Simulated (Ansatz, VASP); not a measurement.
**MgO in VASP and in Ansatz**

INCAR

```
ALGO = Normal
EDIFF = 1E-6
ENCUT = 840
GGA = PE
GGA_COMPAT = F
ISIF = 2
ISMEAR = 0
LASPH = T
LCHARG = F
LREAL = F
LWAVE = F
NBANDS = 15
NELM = 120
PREC = Accurate
SIGMA = 0.01
```

Contents of KPOINTS:

```
k-points
0
Gamma
  8 8 8
```

The input POSCAR:

```
MgO
1.0
    0.0000000000      2.1055000000      2.1055000000
    2.1055000000      0.0000000000      2.1055000000
    2.1055000000      2.1055000000      0.0000000000
Mg O
1 1
Direct
    0.0000000000      0.0000000000      0.0000000000
    0.5000000000      0.5000000000      0.5000000000
```

Input for Ansatz:

```yaml
crystal:
  lattice:
    - [0.0, 2.1055, 2.1055]
    - [2.1055, 0.0, 2.1055]
    - [2.1055, 2.1055, 0.0]
  atoms:
    - { symbol: Mg, position: [0.0, 0.0, 0.0] }
    - { symbol: O, position: [0.5, 0.5, 0.5] }
hamiltonian:
  xc: pbe
  pseudopotentials: { kind: paw }
basis:
  ecutwfc: 420
kpoints:
  mp_grid: { grid: [8, 8, 8] }
scf:
  occupations: { method: fixed }
  lower_state_search: "off"
  max_iter: 50
output:
  forces: true
  stress: true
```

Alike in both runs: task single point; functional PBE; k mesh 8 × 8 × 8; no spin polarisation.

|  | VASP | Ansatz |
| --- | --- | --- |
| version | VASP 6.6.1 | Ansatz 0.2.0 |
| potentials or method | VASP PAW PBE potentials, release 64 (Mg_sv, O), cutoff 840 eV | PAW, plane waves, scalar-relativistic |
| occupations | gaussian, width 0.01 eV | fixed |
| valence electrons in the cell | 16 | 16 |

```tsv
	VASP	Ansatz	Ansatz less VASP
pressure (GPa)	4.9	4.8	-0.10
```
